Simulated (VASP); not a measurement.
# K (Im-3m) in VASP: a series of runs, part 2 of 2

VASP 6.6.1.

## Step 3: Single point, PBE

This run uses another cell than the first one, of 52.25 Å³/atom.

INCAR reads:

```
PREC     = Accurate       # precision mode
ENCUT    = 500            # plane-wave cutoff, eV
EDIFF    = 1E-6           # SCF threshold, eV
ISMEAR   = 0              # smearing method
SIGMA    = 0.1            # smearing width, eV
LREAL    = False          # projectors in reciprocal space
LASPH    = True           # aspherical terms in the spheres
NELM     = 120            # most SCF steps
ALGO     = Normal         # electronic algorithm
ISIF     = 2              # what is computed and relaxed
LWAVE    = False          # write WAVECAR
LCHARG   = False          # write CHGCAR
GGA      = PE             # functional
NBANDS   = 10             # bands
GGA_COMPAT= False
```

KPOINTS reads:

```
regular mesh
0
Gamma
  6 6 6
```

POSCAR reads:

```
K
1.0
   -2.3551221407      2.3551221407      2.3551221407
    2.3551221407     -2.3551221407      2.3551221407
    2.3551221407      2.3551221407     -2.3551221407
K
1
Direct
    0.0000000000      0.0000000000      0.0000000000
```

Potentials or basis: VASP PAW PBE potentials, release 64 (K_sv).

Command:

```sh
> cat potpaw_PBE.64/K_sv/POTCAR > POTCAR
> mpirun -np 1 vasp_std > vasp.out
```

It took 15 s on 1 thread of Intel Xeon 8259CL, shared host; peak memory 0.16 GiB.

The run converged. Its results:

```yaml
Free_energy: -0.9073 eV
Pressure: 2.4 GPa
Band_gap_on_the_k_mesh: zero (an odd number of electrons rules out a gap without spin polarisation)
```

Levels at points of the mesh, in eV from the Fermi level:
| k point | band 1 | band 2 | band 3 | band 4 | band 5 | band 6 | band 7 | band 8 |
| --- | --- | --- | --- | --- | --- | --- | --- | --- |
| (0.00, 0.00, 0.00) | -32.05 | -15.45 | -15.45 | -15.45 | -2.72 | 4.53 | 4.53 | 4.53 |
| (0.50, 0.00, 0.00) | -32.03 | -15.67 | -15.52 | -15.45 | 0.32 | 0.91 | 3.16 | 5.54 |
| (0.50, 0.50, 0.50) | -32.02 | -15.60 | -15.60 | -15.60 | 1.35 | 1.35 | 4.51 | 4.51 |

## Step 4: Single point, PBE, collinear spin

This run uses another cell than the first one, of 71.77 Å³/atom.

INCAR reads:

```
SYSTEM = K
ALGO     = Normal         ! electronic algorithm
EDIFF    = 1E-6           ! SCF threshold, eV
ENCUT    = 500            ! plane-wave cutoff, eV
GGA      = PE             ! functional
GGA_COMPAT= .False.      
ISIF     = 2              ! what is computed and relaxed
ISMEAR   = 0              ! smearing method
ISPIN    = 2              ! spin polarisation
LASPH    = .True.         ! aspherical terms in the spheres
LCHARG   = .False.        ! write CHGCAR
LORBIT   = 11             ! projections on sites
LREAL    = .False.        ! projectors in reciprocal space
LWAVE    = .False.        ! write WAVECAR
MAGMOM   = -4             ! initial moments
NBANDS   = 14             ! bands
NELM     = 200            ! most SCF steps
PREC     = Accurate       ! precision mode
SIGMA    = 0.1            ! smearing width, eV
```

KPOINTS reads:

```
k-points
0
Gamma
  2 2 2
  0 0 0
```

POSCAR reads:

```
K
1.0
   -2.6180000000      2.6180000000      2.6180000000
    2.6180000000     -2.6180000000      2.6180000000
    2.6180000000      2.6180000000     -2.6180000000
K
1
Direct
    0.0000000000      0.0000000000      0.0000000000
```

Potentials or basis: VASP PAW PBE potentials, release 64 (K_sv).

Command:

```sh
> cat potpaw_PBE.64/K_sv/POTCAR > POTCAR
> mpirun -np 1 vasp_std > vasp.out
```

OUTCAR:

```text
SYSTEM = K
   EDIFF = 1E-6
   ENCUT = 500
   GGA = PE
   ISIF = 2
   ISMEAR = 0
   ISPIN = 2
   LASPH = .True.
   LORBIT = 11
   LREAL = .False.
   NELM = 200
   PREC = Accurate

 ion  position               nearest neighbor table
   1  0.000  0.000  0.000-

  LATTYP: Found a body centered cubic cell.
 ALAT       =     5.2360000000

  Lattice vectors:

[... 284 lines left out ...]

  FORCE on cell =-STRESS in cart. coord.  units (eV):
  Direction    XX          YY          ZZ          XY          YZ          ZX
  --------------------------------------------------------------------------------------
  -------------------------------------------------------------------------------------
  Total        0.0650368      0.0650368      0.0650368      0.0000000     -0.0000000      0.0000000
  in kB        1.4517799      1.4517799      1.4517799      0.0000000     -0.0000000      0.0000000
  external PRESSURE =       1.4517799 kB  Pullay stress =       0.0000000 kB

 VOLUME and BASIS-vectors are now :
 -----------------------------------------------------------------------------
  energy-cutoff  :      500.00
  volume of cell :       71.77
      direct lattice vectors                 reciprocal lattice vectors
    -2.618000000  2.618000000  2.618000000     0.000000000  0.190985485  0.190985485
     2.618000000 -2.618000000  2.618000000     0.190985485  0.000000000  0.190985485
     2.618000000  2.618000000 -2.618000000     0.190985485  0.190985485  0.000000000

 POSITION                                       TOTAL-FORCE (eV/Angst)
 -----------------------------------------------------------------------------------
      0.00000      0.00000      0.00000         0.000000      0.000000      0.000000
 -----------------------------------------------------------------------------------
    total drift:                               -0.000000      0.000000      0.000000

  FREE ENERGIE OF THE ION-ELECTRON SYSTEM (eV)
  ---------------------------------------------------
  free  energy   TOTEN  =        -0.5691428919 eV

  energy  without entropy=       -0.5539875724  energy(sigma->0) =       -0.56156523

 total charge

# of ion       s       p       d       tot
------------------------------------------
    1        1.985   5.531   0.029   7.545

 magnetization (x)

# of ion       s       p       d       tot
------------------------------------------
    1       -0.028  -0.001  -0.029  -0.059
```

stdout:

```text
POSCAR found type information on POSCAR K
 POSCAR found :  1 types and       1 ions
 scaLAPACK will be used
 LDA part: xc-table for (Slater+PW92), standard interpolation
 POSCAR, INCAR and KPOINTS ok, starting setup
 FFT: planning ... GRIDC
 FFT: planning ... GRID_SOFT
 FFT: planning ... GRID
 WAVECAR not read
 entering main loop
```

It took 20 s on 1 thread of Intel Xeon 8259CL, shared host; peak memory 0.22 GiB.

What came out:

```
Free energy                                           : -0.5691 eV
Pressure                                              : 0.1 GPa
Net moment                                            : -0.75 μB per cell
Site moments                                          : K -0.06 μB
Valence electrons inside the program's atomic spheres : K 7.54
```

Levels at points of the mesh, in eV from the Fermi level:
Spin up:
```csv
k point,band 2,band 3,band 4,band 5,band 6,band 7
"(0.00, 0.00, 0.00)",-15.69,-15.69,-15.69,-2.05,4.21,4.21
"(0.50, 0.00, 0.00)",-15.77,-15.72,-15.69,0.53,0.94,3.19
"(0.50, 0.50, 0.50)",-15.75,-15.75,-15.75,1.83,1.83,3.65
```
Spin down:
| k point | band 2 | band 3 | band 4 | band 5 | band 6 | band 7 | band 8 | band 9 |
| --- | --- | --- | --- | --- | --- | --- | --- | --- |
| (0.00, 0.00, 0.00) | -15.77 | -15.77 | -15.77 | -2.77 | 3.90 | 3.90 | 3.90 | 4.89 |
| (0.50, 0.00, 0.00) | -15.85 | -15.80 | -15.77 | -0.10 | 0.10 | 2.69 | 4.55 | 5.44 |
| (0.50, 0.50, 0.50) | -15.83 | -15.83 | -15.83 | 1.13 | 1.13 | 2.95 | 2.95 | 2.95 |

Caveat: the k points lie up to 0.85 Å⁻¹ apart, too coarse for converged energies, forces and pressures.

## Step 5: Summary

| spin | cell | k mesh | smearing | gap on the mesh (eV) | pressure (GPa) |
| --- | --- | --- | --- | --- | --- |
| off | a = 4.074 Å, angles 109.5°, 1 atom | 6 × 6 × 6 | fermi-dirac 0.025852 eV | none | 2.4 |
| off | a = 4.079 Å, angles 109.5°, 1 atom | 6 × 6 × 6 | gaussian 0.1 eV | none | 2.4 |
| collinear | a = 4.535 Å, angles 109.5°, 1 atom | 2 × 2 × 2 | gaussian 0.1 eV | none | 0.1 |

Alike in all rows: task single point; level PBE; potentials or basis VASP PAW PBE potentials, release 64 (K_sv); cutoff (eV) 500.

Caveats: some runs use coarse meshes.

Total energies depend on the potentials used, so only differences within one code and one set of settings carry meaning.
